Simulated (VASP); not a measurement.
A run of VASP 6.6.1:

The input INCAR:

```
PREC = Accurate
ENCUT = 600
EDIFF = 1E-6
ISMEAR = -1
SIGMA = 0.02
LREAL = False
LASPH = True
NELM = 120
ALGO = Normal
ISIF = 2
LWAVE = False
LCHARG = True
GGA = PE
LELF = True
LVHAR = True
NBANDS = 26
GGA_COMPAT = False
```

KPOINTS

```
regular mesh
0
Gamma
  4 4 4
```

Contents of POSCAR:

```
Cd2SO
1.0
    1.8020862209      1.0404349647      5.8449877693
   -1.8020862209      1.0404349647      5.8449877693
    0.0000000000     -2.0808699294      5.8449877693
O S Cd
1 1 2
Direct
    1.0000000000      0.0000000000      0.0000000000
    0.5000000000      0.5000000000      0.5000000000
    0.2608257441      0.2608257441      0.2608257441
    0.7391742559      0.7391742559      0.7391742559
```

Potentials or basis: VASP PAW PBE potentials, release 64 (O, S, Cd).

Launch:

```console
$ cat potpaw_PBE.64/O/POTCAR potpaw_PBE.64/S/POTCAR potpaw_PBE.64/Cd/POTCAR > POTCAR
$ mpirun -np 1 vasp_std > vasp.out
```

Hardware: 1 thread of Intel Xeon 8259CL (shared host).

**Question.** How long does it take, and how much memory?

**Answer.** It took 2.2 min on 1 thread of Intel Xeon 8259CL, with other jobs on the host, peak memory 0.35 GiB. Counts: scf iterations 13, k points 13.
